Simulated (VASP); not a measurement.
# TiO2 (kscan) (P4_2/mnm) in VASP: notebook

The runs below take TiO2 (kscan) through single point, with r2SCAN.

Program: VASP 6.6.1. These are calculated values, not measurements. Logs are shortened: lines on timing, memory, paths and dates and some standing lists are left out, and cuts for length are marked.

**What was measured.**

From “Shallow Valence Band of Rutile GeO2 and P-type Doping”, 2020, arxiv:2011.08928, for a bulk crystal of TiO2 at 1.6 K: band gap 3.03 eV (direct).

How close the calculation comes is told below.

### Step 1. The cell of the first run

Symmetry: P4_2/mnm, No. 136, tetragonal system. Conventional cell: a = 4.592 Å, b = 4.592 Å, c = 2.957 Å, α = 90.00°, β = 90.00°, γ = 90.00°. Ti (site symmetry mmm) has 6 O at 1.95 to 1.98 Å within 2.6 Å. Within 2.6 Å of O (site symmetry m2m) lie 3 Ti at 1.95 to 1.98 Å and 1 O at 2.53 Å.

### Step 2. Single point, r2SCAN

Input file POSCAR:

```
TiO2
1.0
    4.5922000000      0.0000000000      0.0000000000
    0.0000000000      4.5922000000      0.0000000000
    0.0000000000      0.0000000000      2.9574000000
Ti O
2 4
Direct
    0.0000000000      0.0000000000      0.0000000000
    0.5000000000      0.5000000000      0.5000000000
    0.3049600000      0.3049600000      0.0000000000
    0.1950400000      0.8049600000      0.5000000000
    0.6950400000      0.6950400000      0.0000000000
    0.8049600000      0.1950400000      0.5000000000
```

Input file INCAR.step1:

```
  PREC = Accurate
  ENCUT = 520
  ISMEAR = 0
  SIGMA = 0.1
  LREAL = False
  LASPH = True
  NELM = 100
  NBANDS = 33
  GGA = PE
  ALGO = Normal
  EDIFF = 1E-4
  LWAVE = True
  LCHARG = False
```

Input file INCAR.step2:

```
  PREC = Accurate
  ENCUT = 520
  EDIFF = 1E-6
  ISMEAR = 0
  SIGMA = 0.1
  LREAL = False
  LASPH = True
  NELM = 100
  ALGO = Normal
  ISIF = 2
  LWAVE = False
  LCHARG = False
  METAGGA = R2SCAN
  LMIXTAU = True
  NBANDS = 33
  ISTART = 1
```

Input file KPOINTS:

```
regular mesh
0
Gamma
  4 4 6
```

Potentials or basis: VASP PAW PBE potentials, release 64 (Ti_sv, O).

Launch:

```bash
$ cat potpaw_PBE.64/Ti_sv/POTCAR potpaw_PBE.64/O/POTCAR > POTCAR
$ cp INCAR.step1 INCAR
$ mpirun -np 1 vasp_std > vasp.out
$ cp INCAR.step2 INCAR
$ mpirun -np 1 vasp_std > vasp.out
```

OUTCAR:

```text
PREC = Accurate
   ENCUT = 520
   EDIFF = 1E-6
   ISMEAR = 0
   LREAL = False
   LASPH = True
   NELM = 100
   ISIF = 2
   METAGGA = R2SCAN
   ISTART = 1

 ion  position               nearest neighbor table
   1  0.000  0.000  0.000-   4 1.95   6 1.95   4 1.95   6 1.95   5 1.98   3 1.98
   2  0.500  0.500  0.500-   3 1.95   5 1.95   3 1.95   5 1.95   4 1.98   6 1.98
   3  0.305  0.305  0.000-   2 1.95   2 1.95   1 1.98
   4  0.195  0.805  0.500-   1 1.95   1 1.95   2 1.98
   5  0.695  0.695  0.000-   2 1.95   2 1.95   1 1.98
   6  0.805  0.195  0.500-   1 1.95   1 1.95   2 1.98

  LATTYP: Found a simple tetragonal cell.
 ALAT       =     4.5922000000
 C/A-ratio  =     0.6440050520

  Lattice vectors:

 A1 = (   4.5922000000,   0.0000000000,   0.0000000000)
 A2 = (   0.0000000000,   4.5922000000,   0.0000000000)
 A3 = (   0.0000000000,   0.0000000000,   2.9574000000)

Analysis of symmetry for initial positions (statically):
=====================================================================
 Subroutine PRICEL returns:
 Original cell was already a primitive cell.

 Routine SETGRP: Setting up the symmetry group for a
 simple tetragonal supercell.

 Subroutine GETGRP returns: Found 16 space group operations
 (whereof  8 operations were pure point group operations)
 out of a pool of 16 trial point group operations.

The static configuration has the point symmetry D_2h.
 The point group associated with its full space group is D_4h.

Analysis of symmetry for dynamics (positions and initial velocities):
=====================================================================
 Subroutine PRICEL returns:
 Original cell was already a primitive cell.

 Routine SETGRP: Setting up the symmetry group for a
 simple tetragonal supercell.

 Subroutine GETGRP returns: Found 16 space group operations
 (whereof  8 operations were pure point group operations)
 out of a pool of 16 trial point group operations.

The dynamic configuration has the point symmetry D_2h.
 The point group associated with its full space group is D_4h.

 Subroutine INISYM returns: Found 16 space group operations
 (whereof  8 operations are pure point group operations),
 and found     1 'primitive' translations

----------------------------------------------------------------------------------------

                                     Primitive cell
[... 98 lines left out ...]
   EDIFF  = 0.1E-05   stopping-criterion for ELM
   LREAL  =      F    real-space projection
   EDIFFG = 0.1E-04   stopping-criterion for IOM
   NSW    =      0    number of steps for IOM
   IBRION =     -1    ionic relax: 0-MD 1-quasi-New 2-CG
   NFREE  =      0    steps in history (QN), initial steepest desc. (CG)
   ISIF   =      2    stress and relaxation
   ISYM   =      2    0-nonsym 1-usesym 2-fastsym
   POTIM  = 0.5000    time-step for ionic-motion
   TEBEG  =    0.0;   TEEND  =   0.0 temperature during run
   PSTRESS=    0.0 pullay stress
   NELECT =      48.0000    total number of electrons
   NUPDOWN=      -1.0000    fix difference up-down
   EMIN   =  10.00;   EMAX   =-10.00  energy-range for DOS
   EFERMI =   0.00;   METHOD = LEGACY
   ISMEAR =     0;   SIGMA  =   0.10  broadening in eV -4-tet -1-fermi 0-gaus
   EFERMI_NEDOS =   21; number of points for ismear=-14 and -15
   IALGO  =     38    algorithm
   IMIX   =      4    mixing-type and parameters
     AMIX     =   0.40;   BMIX     =  1.00
     AMIX_MAG =   1.60;   BMIX_MAG =  1.00
  volume/ion in A,a.u.               =      10.39        70.15
  Fermi-wavevector in a.u.,A,eV,Ry     =   1.500277  2.835112 30.624403  2.250830
  Thomas-Fermi vector in A             =   2.611798
   LORBIT       =      0    0 simple, 1 ext, 2 COOP (PROOUT), +10 PAW based schemes
   METAGGA = R2SCAN    functional components
   LHFCALC =     F    Hartree Fock is set to
   AEXX    =    0.0000 exact exchange contribution
   IVDW    =     0    specifies the selected vdW correction
   LEPSILON=     F    determine dielectric tensor
   LRPA    =     F    only Hartree local field effects (RPA)
 non-spin polarized calculation
 Gauss-broadening in eV      SIGMA  =   0.10
  energy-cutoff  :      520.00
  volume of cell :       62.37
 maximum number of plane-waves:      1720
 NGX is ok and might be reduce to    36
   NGX = 17   NGY = 17   NGZ = 11

 number of electron      48.0000021 magnetization

 Free energy of the ion-electron system (eV)
  ---------------------------------------------------
  ext. energy  EPLUGINS =         0.00000000
  ---------------------------------------------------
  free energy    TOTEN  =       -69.79278646 eV

  energy without entropy =      -69.79278646  energy(sigma->0) =      -69.79278646

 E-fermi :   5.1531     XC(G=0): -12.1610

 val. band max:        4.5524615339   @ k =   0.0000   0.0000   0.0000
 cond. band min:       6.7919913762   @ k =   0.0000   0.0000   0.0000
 fundamental gap:      2.2395298423
 Fermi energy:         5.1530789166

 k-point     1 :       0.0000    0.0000    0.0000
  band No.  band energies     occupation
      1     -54.5868      2.00000
      2     -54.5688      2.00000
      3     -29.8549      2.00000
      4     -29.8549      2.00000
      5     -29.6753      2.00000
      6     -29.6753      2.00000
[... 853 lines left out ...]
     32      10.8244      0.00000
     33      10.8978      0.00000

------------------------ aborting loop because EDIFF is reached ----------------------------------------

  FORCE on cell =-STRESS in cart. coord.  units (eV):
  Direction    XX          YY          ZZ          XY          YZ          ZX
  --------------------------------------------------------------------------------------
  -------------------------------------------------------------------------------------
  Total        0.5562008      0.5562008      0.6162282      0.0000000      0.0000000      0.0000000
  in kB       14.2886287     14.2886287     15.8307148      0.0000000      0.0000000      0.0000000
  external PRESSURE =      14.8026574 kB  Pullay stress =       0.0000000 kB

 VOLUME and BASIS-vectors are now :
 -----------------------------------------------------------------------------
  energy-cutoff  :      520.00
  volume of cell :       62.37
      direct lattice vectors                 reciprocal lattice vectors
     4.592200000  0.000000000  0.000000000     0.217760550  0.000000000  0.000000000
     0.000000000  4.592200000  0.000000000     0.000000000  0.217760550  0.000000000
     0.000000000  0.000000000  2.957400000     0.000000000  0.000000000  0.338134848

 POSITION                                       TOTAL-FORCE (eV/Angst)
 -----------------------------------------------------------------------------------
      0.00000      0.00000      0.00000         0.000000     -0.000000     -0.000000
      2.29610      2.29610      1.47870         0.000000     -0.000000     -0.000000
      1.40044      1.40044      0.00000        -0.059700     -0.059700      0.000000
      0.89566      3.69654      1.47870         0.059700     -0.059700     -0.000000
      3.19176      3.19176      0.00000         0.059700      0.059700     -0.000000
      3.69654      0.89566      1.47870        -0.059700      0.059700     -0.000000
 -----------------------------------------------------------------------------------
    total drift:                                0.000000      0.000000     -0.000000

  FREE ENERGIE OF THE ION-ELECTRON SYSTEM (eV)
  ---------------------------------------------------
  free  energy   TOTEN  =       -69.7927864574 eV

  energy  without entropy=      -69.7927864574  energy(sigma->0) =      -69.79278646
```

OUTCAR.step1:

```text
PREC = Accurate
   ENCUT = 520
   ISMEAR = 0
   LREAL = False
   LASPH = True
[... 1100 lines left out ...]
      1.40044      1.40044      0.00000        -0.089495     -0.089495     -0.000000
      0.89566      3.69654      1.47870         0.089495     -0.089495      0.000000
      3.19176      3.19176      0.00000         0.089495      0.089495      0.000000
      3.69654      0.89566      1.47870        -0.089495      0.089495      0.000000
 -----------------------------------------------------------------------------------
    total drift:                                0.000000      0.000000     -0.000000

  FREE ENERGIE OF THE ION-ELECTRON SYSTEM (eV)
  ---------------------------------------------------
  free  energy   TOTEN  =       -53.6412245207 eV

  energy  without entropy=      -53.6412245207  energy(sigma->0) =      -53.64122452
```

Run time: 67 s. Hardware: 1 thread of Intel Xeon 6975P-C (Granite Rapids), shared host; peak memory 0.19 GiB.

What came out:

- Free energy: -69.7928 eV
- Pressure: 1.5 GPa
- Largest force: 0.084 eV/Å
- Band gap on the k mesh: 2.24 eV, direct

Forces on the atoms (eV/Å):
```
Ti   0.000  0.000  0.000
Ti   0.000  0.000  0.000
O   -0.060 -0.060  0.000
O    0.060 -0.060  0.000
O    0.060  0.060  0.000
O   -0.060  0.060  0.000
```

Levels at points of the mesh, in eV from the valence-band top:
```csv
k point,band 20,band 21,band 22,band 23,band 24,band 25,band 26,band 27,band 28,band 29
"(0.00, 0.00, 0.00)",-2.09,-0.77,-0.48,-0.48,0.00,2.24,2.58,2.79,2.88,2.88
"(0.50, 0.00, 0.00)",-3.14,-1.71,-1.71,-0.77,-0.77,2.93,2.93,3.41,3.41,3.95
"(0.50, 0.50, 0.00)",-2.21,-1.39,-1.39,-1.11,-1.11,2.28,2.28,2.90,2.90,4.21
"(0.00, 0.00, 0.50)",-2.87,-2.40,-2.40,-1.48,-1.48,3.34,3.34,3.58,3.58,4.06
"(0.50, 0.00, 0.50)",-2.48,-2.08,-2.08,-1.09,-1.09,2.30,2.30,3.60,3.60,4.30
"(0.50, 0.50, 0.50)",-2.84,-1.31,-1.31,-0.72,-0.72,2.97,2.97,3.61,3.61,3.63
```

Caveat: the PAW data sets were made with another functional, which shifts forces and pressure a little.

### Step 3. Single point, r2SCAN

Input file POSCAR:

```
TiO2
1.0
    4.5975577653      0.0000000000      0.0000000000
    0.0000000000      4.5975577653      0.0000000000
    0.0000000000      0.0000000000      2.9541346996
Ti O
2 4
Direct
    0.0000000000      0.0000000000      0.0000000000
    0.5000000000      0.5000000000      0.5000000000
    0.3046305627      0.3046305627      0.0000000000
    0.1953694373      0.8046305627      0.5000000000
    0.6953694373      0.6953694373      0.0000000000
    0.8046305627      0.1953694373      0.5000000000
```

Input file INCAR.step1:

```
SYSTEM = TiO2
PREC = Accurate ; ENCUT = 520
ISMEAR = 0 ; SIGMA = 0.02
LREAL = .FALSE. ; LASPH = .TRUE.
NELM = 80 ; NBANDS = 33
GGA = PE ; ALGO = Normal
EDIFF = 1E-4 ; LWAVE = .TRUE.
LCHARG = .FALSE.
```

Input file INCAR.step2:

```
SYSTEM = TiO2
PREC = Accurate ; ENCUT = 520
EDIFF = 1E-6 ; ISMEAR = 0
SIGMA = 0.02 ; LREAL = .FALSE.
LASPH = .TRUE. ; NELM = 80
ALGO = Normal ; ISIF = 2
LWAVE = .FALSE. ; LCHARG = .FALSE.
METAGGA = R2SCAN ; LMIXTAU = .TRUE.
NBANDS = 33 ; ISTART = 1
```

Input file KPOINTS:

```
Automatic mesh
0
G
  6 6 10
  0 0 0
```

Potentials or basis: VASP PAW PBE potentials, release 64 (Ti_sv, O).

Launch:

```bash
$ cat potpaw_PBE.64/Ti_sv/POTCAR potpaw_PBE.64/O/POTCAR > POTCAR
$ cp INCAR.step1 INCAR
$ mpirun -np 1 vasp_std > vasp.out
$ cp INCAR.step2 INCAR
$ mpirun -np 1 vasp_std > vasp.out
```

Wall time 2.6 min (1 thread of Intel Xeon 6975P-C (Granite Rapids), shared host); peak memory 0.24 GiB.

It converged, with:

```yaml
Free_energy: -69.7945 eV
Pressure: 1.2 GPa
Largest_force: 0.034 eV/Å
Band_gap_on_the_k_mesh: 2.23 eV, direct
```

Forces in eV/Å, atoms in the order of the input:
```
Ti   0.000  0.000  0.000
Ti   0.000  0.000  0.000
O   -0.024 -0.024  0.000
O    0.024 -0.024  0.000
O    0.024  0.024  0.000
O   -0.024  0.024  0.000
```

Stress tensor (GPa, compression positive):
```
0.93 0.00 0.00
0.00 0.93 0.00
0.00 0.00 1.60
```

Levels at points of the mesh, in eV from the valence-band top:
```tsv
k point	band 22	band 23	band 24	band 25	band 26	band 27
(0.00, 0.00, 0.00)	-0.49	-0.49	0.00	2.23	2.55	2.79
(0.50, 0.00, 0.00)	-1.70	-0.77	-0.77	2.92	2.92	3.41
(0.50, 0.50, 0.00)	-1.38	-1.13	-1.13	2.26	2.26	2.90
(0.00, 0.00, 0.50)	-2.40	-1.48	-1.48	3.33	3.33	3.59
(0.50, 0.00, 0.50)	-2.07	-1.09	-1.09	2.29	2.29	3.61
(0.50, 0.50, 0.50)	-1.31	-0.72	-0.72	2.96	2.96	3.60
```

Caveat: the PAW data sets were made with another functional, which shifts forces and pressure a little.

### Step 4. How close it comes

Step 2. Against the measured gap of TiO2, 3.03 eV (direct; 1.6 K; quoted in “Shallow Valence Band of Rutile GeO2 and P-type Doping”, 2020, arxiv:2011.08928), the calculated 2.24 eV is off by -0.79 eV. 2 values of this kind are on record in papers (3.03 to 3.05 eV); this one was drawn at random among those near their median. The value is that of r2SCAN on a finite k mesh, which can miss the band edges, without temperature or zero-point motion.

Step 3. A measured gap of TiO2 is 3.03 eV (direct; 1.6 K; quoted in “Shallow Valence Band of Rutile GeO2 and P-type Doping”, 2020, arxiv:2011.08928); the calculated 2.23 eV misses it by -0.80 eV. 2 values of this kind are on record in papers (3.03 to 3.05 eV); this one was drawn at random among those near their median. The value is that of r2SCAN on a finite k mesh, which can miss the band edges, without temperature or zero-point motion.
